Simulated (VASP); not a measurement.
# CsBa3 in VASP: further runs, part 3 of 3

VASP 6.6.1. Earlier steps stand in the parts before.

## 6. Single point, PBE

This run uses another cell than the first one, of 72.60 Å³/atom.

The input, INCAR:

```
SYSTEM = CsBa3
ALGO = Normal ; EDIFF = 1E-6
ENCUT = 520 ; GGA = PE
ISIF = 2 ; ISMEAR = 1
LASPH = .True. ; LCHARG = .True.
LELF = .True. ; LREAL = .False.
LVHAR = .True. ; LWAVE = .False.
NBANDS = 28 ; NELM = 100
PREC = Accurate ; SIGMA = 0.15
```

The input, KPOINTS:

```
k-points
0
Gamma
  4 4 4
  0 0 0
```

The input, POSCAR:

```
CsBa3
1.0
    0.0000000000      5.2734968400      5.2212840000
    5.2734968400      0.0000000000      5.2212840000
    5.2734968400      5.2734968400      0.0000000000
Cs Ba
1 3
Direct
    0.0000000000      0.0000000000      0.0000000000
    0.2500000000      0.2500000000      0.2500000000
    0.7500000000      0.7500000000      0.7500000000
    0.5000000000      0.5000000000      0.5000000000
```

Potentials or basis: VASP PAW PBE potentials, release 64 (Cs_sv, Ba_sv).

The run is started by

```sh
> cat potpaw_PBE.64/Cs_sv/POTCAR potpaw_PBE.64/Ba_sv/POTCAR > POTCAR
> mpirun -np 1 vasp_std > vasp.out
```

OUTCAR:

```text
SYSTEM = CsBa3
   EDIFF = 1E-6
   ENCUT = 520
   GGA = PE
   ISIF = 2
   ISMEAR = 1
   LASPH = .True.
   LREAL = .False.
   NELM = 100
   PREC = Accurate

 ion  position               nearest neighbor table
   1  0.000  0.000  0.000-
   2  0.250  0.250  0.250-   4 4.55   4 4.55   4 4.55   4 4.55
   3  0.750  0.750  0.750-   4 4.55   4 4.55   4 4.55   4 4.55
   4  0.500  0.500  0.500-   2 4.55   2 4.55   2 4.55   2 4.55   3 4.55   3 4.55   3 4.55   3 4.55

  LATTYP: Found a body centered tetragonal cell.
 ALAT       =     7.4578507523
 C/A-ratio  =     1.4002114479

  Lattice vectors:

 A1 = (   0.0000000000,  -5.2734968400,  -5.2212840000)
 A2 = (   0.0000000000,   5.2734968400,  -5.2212840000)
 A3 = (   5.2734968400,   0.0000000000,   5.2212840000)

Analysis of symmetry for initial positions (statically):
=====================================================================
 Subroutine PRICEL returns:
 Original cell was already a primitive cell.

 Routine SETGRP: Setting up the symmetry group for a
 body centered tetragonal supercell.

 Subroutine GETGRP returns: Found 16 space group operations
 (whereof 16 operations were pure point group operations)
 out of a pool of 16 trial point group operations.

The static configuration has the point symmetry D_4h.

Analysis of symmetry for dynamics (positions and initial velocities):
=====================================================================
 Subroutine PRICEL returns:
 Original cell was already a primitive cell.

 Routine SETGRP: Setting up the symmetry group for a
 body centered tetragonal supercell.

 Subroutine GETGRP returns: Found 16 space group operations
 (whereof 16 operations were pure point group operations)
 out of a pool of 16 trial point group operations.

The dynamic configuration has the point symmetry D_4h.

 Subroutine INISYM returns: Found 16 space group operations
 (whereof 16 operations are pure point group operations),
 and found     1 'primitive' translations

----------------------------------------------------------------------------------------

                                     Primitive cell

  volume of cell :     290.4054

  direct lattice vectors                    reciprocal lattice vectors
     0.000000000  5.273496840  5.221284000    -0.094813748  0.094813748  0.095761885
     5.273496840  0.000000000  5.221284000     0.094813748 -0.094813748  0.095761885
     5.273496840  5.273496840  0.000000000     0.094813748  0.094813748 -0.095761885

  length of vectors
     7.421022539  7.421022539  7.457850752     0.164771455  0.164771455  0.164771455

  position of ions in fractional coordinates (direct lattice)
     0.000000000  0.000000000  0.000000000
     0.250000000  0.250000000  0.250000000
     0.750000000  0.750000000  0.750000000
     0.500000000  0.500000000  0.500000000

  ion indices of the primitive-cell ions
   primitive index   ion index
                 1           1
                 2           2
                 3           3
                 4           4

----------------------------------------------------------------------------------------
[... 26 lines left out ...]
            Coordinates               Weight
  0.000000  0.000000  0.000000      1.000000
  0.250000  0.000000  0.000000      8.000000
  0.500000  0.000000  0.000000      4.000000
  0.250000  0.250000  0.000000      2.000000
  0.500000  0.250000  0.000000      8.000000
 -0.250000  0.250000  0.000000      4.000000
  0.500000  0.500000  0.000000      1.000000
  0.250000  0.000000  0.250000      4.000000
  0.500000  0.000000  0.250000     16.000000
 -0.250000  0.000000  0.250000      8.000000
 -0.250000  0.500000  0.250000      4.000000
  0.500000  0.000000  0.500000      2.000000
 -0.250000  0.250000  0.500000      2.000000
   k-points           NKPTS =     13   k-points in BZ     NKDIM =     13   number of bands    NBANDS=     28
   number of dos      NEDOS =    301   number of ions     NIONS =      4
   total plane-waves  NPLWV = 175616
   dimension x,y,z NGX =    56 NGY =   56 NGZ =   56
   dimension x,y,z NGXF=   112 NGYF=  112 NGZF=  112
   ions per type =               1   3
   NGX,Y,Z   is equivalent  to a cutoff of  12.55, 12.55, 12.48 a.u.
   NGXF,Y,Z  is equivalent  to a cutoff of  25.09, 25.09, 24.97 a.u.
 SYSTEM =  CsBa3
   PREC   = accura    normal or accurate (medium, high low for compatibility)
   ISTART =      0    job   : 0-new  1-cont  2-samecut
   ICHARG =      2    charge: 1-file 2-atom 10-const
   ISPIN  =      1    spin polarized calculation?
   LNONCOLLINEAR =      F non collinear calculations
   LSORBIT =      F    spin-orbit coupling
   LASPH  =      T    aspherical Exc in radial PAW
   ENCUT  =  520.0 eV  38.22 Ry    6.18 a.u.  13.80 13.80 13.87*2*pi/ulx,y,z
   NELM   =    100;   NELMIN=  2; NELMDL= -5     # of ELM steps
   EDIFF  = 0.1E-05   stopping-criterion for ELM
   LREAL  =      F    real-space projection
   EDIFFG = 0.1E-04   stopping-criterion for IOM
   NSW    =      0    number of steps for IOM
   IBRION =     -1    ionic relax: 0-MD 1-quasi-New 2-CG
   NFREE  =      0    steps in history (QN), initial steepest desc. (CG)
   ISIF   =      2    stress and relaxation
   ISYM   =      2    0-nonsym 1-usesym 2-fastsym
   POTIM  = 0.5000    time-step for ionic-motion
   TEBEG  =    0.0;   TEEND  =   0.0 temperature during run
   PSTRESS=    0.0 pullay stress
   NELECT =      39.0000    total number of electrons
   NUPDOWN=      -1.0000    fix difference up-down
   EMIN   =  10.00;   EMAX   =-10.00  energy-range for DOS
   EFERMI =   0.00;   METHOD = LEGACY
   ISMEAR =     1;   SIGMA  =   0.15  broadening in eV -4-tet -1-fermi 0-gaus
   EFERMI_NEDOS =   21; number of points for ismear=-14 and -15
   IALGO  =     38    algorithm
   IMIX   =      4    mixing-type and parameters
     AMIX     =   0.40;   BMIX     =  1.00
     AMIX_MAG =   1.60;   BMIX_MAG =  1.00
  volume/ion in A,a.u.               =      72.60       489.94
  Fermi-wavevector in a.u.,A,eV,Ry     =   0.838355  1.584262  9.562714  0.702840
  Thomas-Fermi vector in A             =   1.952396
   LORBIT       =      0    0 simple, 1 ext, 2 COOP (PROOUT), +10 PAW based schemes
   GGA     = PE    functional components
   LHFCALC =     F    Hartree Fock is set to
   AEXX    =    0.0000 exact exchange contribution
   IVDW    =     0    specifies the selected vdW correction
   LEPSILON=     F    determine dielectric tensor
   LRPA    =     F    only Hartree local field effects (RPA)
 non-spin polarized calculation
 Methfessel and Paxton  Order N= 1 SIGMA  =   0.15
  energy-cutoff  :      520.00
  volume of cell :      290.41
 maximum number of plane-waves:      7848
   NGX = 27   NGY = 27   NGZ = 27

 number of electron      39.0000001 magnetization

 Free energy of the ion-electron system (eV)
  ---------------------------------------------------
  ext. energy  EPLUGINS =         0.00000000
  ---------------------------------------------------
  free energy    TOTEN  =        -5.94245968 eV

  energy without entropy =       -5.91571416  energy(sigma->0) =       -5.93354451

 E-fermi :   1.2609     XC(G=0):  -6.9166

 val. band max:        1.2549976079   @ k =   0.2500   0.2500   0.0000
 cond. band min:       1.2836691466   @ k =  -0.2500   0.2500   0.0000
 fundamental gap:      0.0286715387
 Fermi energy:         1.2608951805

 k-point     1 :       0.0000    0.0000    0.0000
  band No.  band energies     occupation
      1     -28.0388      2.00000
      2     -28.0334      2.00000
      3     -27.8852      2.00000
      4     -21.5499      2.00000
      5     -13.2058      2.00000
      6     -13.2028      2.00000
[... 392 lines left out ...]
     27       2.4693     -0.00000
     28       2.8498     -0.00000

------------------------ aborting loop because EDIFF is reached ----------------------------------------

  FORCE on cell =-STRESS in cart. coord.  units (eV):
  Direction    XX          YY          ZZ          XY          YZ          ZX
  --------------------------------------------------------------------------------------
  -------------------------------------------------------------------------------------
  Total       -0.0320111     -0.0320111     -0.0417215      0.0000000      0.0000000      0.0000000
  in kB       -0.1766066     -0.1766066     -0.2301791      0.0000000      0.0000000      0.0000000
  external PRESSURE =      -0.1944641 kB  Pullay stress =       0.0000000 kB

 VOLUME and BASIS-vectors are now :
 -----------------------------------------------------------------------------
  energy-cutoff  :      520.00
  volume of cell :      290.41
      direct lattice vectors                 reciprocal lattice vectors
     0.000000000  5.273496840  5.221284000    -0.094813748  0.094813748  0.095761885
     5.273496840  0.000000000  5.221284000     0.094813748 -0.094813748  0.095761885
     5.273496840  5.273496840  0.000000000     0.094813748  0.094813748 -0.095761885

 POSITION                                       TOTAL-FORCE (eV/Angst)
 -----------------------------------------------------------------------------------
      0.00000      0.00000      0.00000        -0.000000      0.000000      0.000000
      2.63675      2.63675      2.61064         0.000000      0.000000      0.000000
      7.91025      7.91025      7.83193        -0.000000     -0.000000     -0.000000
      5.27350      5.27350      5.22128        -0.000000      0.000000      0.000000
 -----------------------------------------------------------------------------------
    total drift:                               -0.000000      0.000000      0.000000

  FREE ENERGIE OF THE ION-ELECTRON SYSTEM (eV)
  ---------------------------------------------------
  free  energy   TOTEN  =        -5.9424596845 eV

  energy  without entropy=       -5.9157141614  energy(sigma->0) =       -5.93354451
```

OSZICAR:

```text
N       E                     dE             d eps       ncg     rms          rms(c)
DAV:   1     0.312219210637E+03    0.31222E+03   -0.14698E+04   728   0.109E+03
DAV:   2     0.244534752943E+02   -0.28777E+03   -0.28254E+03  1080   0.216E+02
DAV:   3    -0.493466298887E+01   -0.29388E+02   -0.29059E+02  1016   0.731E+01
DAV:   4    -0.594196453491E+01   -0.10073E+01   -0.99914E+00  1020   0.118E+01
DAV:   5    -0.596508731280E+01   -0.23123E-01   -0.23108E-01   996   0.184E+00    0.231E+00
DAV:   6    -0.594626549791E+01    0.18822E-01   -0.46736E-02   972   0.906E-01    0.136E+00
DAV:   7    -0.594200890942E+01    0.42566E-02   -0.65793E-02   920   0.114E+00    0.140E-01
DAV:   8    -0.594241248890E+01   -0.40358E-03   -0.31121E-03  1004   0.283E-01    0.514E-02
DAV:   9    -0.594243740158E+01   -0.24913E-04   -0.20449E-04  1024   0.559E-02    0.182E-02
DAV:  10    -0.594245746381E+01   -0.20062E-04   -0.35405E-05   920   0.272E-02    0.452E-03
DAV:  11    -0.594245997517E+01   -0.25114E-05   -0.34668E-06   672   0.857E-03    0.142E-03
DAV:  12    -0.594245968450E+01    0.29068E-06   -0.38927E-07   472   0.278E-03
   1 F= -.59424597E+01 E0= -.59335445E+01  d E =-.267455E-01
```

stdout:

```text
POSCAR found type information on POSCAR CsBa
 POSCAR found :  2 types and       4 ions
 scaLAPACK will be used
 LDA part: xc-table for (Slater+PW92), standard interpolation
 POSCAR, INCAR and KPOINTS ok, starting setup
 FFT: planning ... GRIDC
 FFT: planning ... GRID_SOFT
 FFT: planning ... GRID
 WAVECAR not read
 entering main loop
```

Wall time 1.7 min (1 thread of Intel Xeon 6975P-C (Granite Rapids), shared host); peak memory 0.45 GiB.

What came out:

```
Free energy            : -5.9425 eV
Pressure               : 0.0 GPa
Band gap on the k mesh : zero (an odd number of electrons rules out a gap without spin polarisation)
```

Caveat: spin-orbit coupling is left out, which moves the levels of the heavy elements.

## 7. Overview

```tsv
cell	gap on the mesh (eV)	pressure (GPa)
a = 7.384 Å, angles 60.0°, 4 atoms	none	0.1
a = 7.347, b = 7.347, c = 7.310 Å, angles 60.2, 60.2, 59.7°, 4 atoms	none	0.2
a = 7.366, b = 7.366, c = 7.347 Å, angles 60.1, 60.1, 59.8°, 4 atoms	none	0.1
a = 7.402, b = 7.402, c = 7.421 Å, angles 59.9, 59.9, 60.2°, 4 atoms	none	0.0
a = 7.421, b = 7.421, c = 7.458 Å, angles 59.8, 59.8, 60.3°, 4 atoms	none	0.0
```

Alike in all rows: task single point; level PBE; potentials or basis VASP PAW PBE potentials, release 64 (Cs_sv, Ba_sv); no spin polarisation; k mesh 4 × 4 × 4; cutoff (eV) 520; smearing methfessel-paxton 0.15 eV.

Caveats: spin-orbit coupling is left out, which moves the levels of the heavy elements.

Absolute energies hang on the potentials; compare differences alone.

The gap in the log of VASP goes by the Fermi energy; the results here count the filled bands.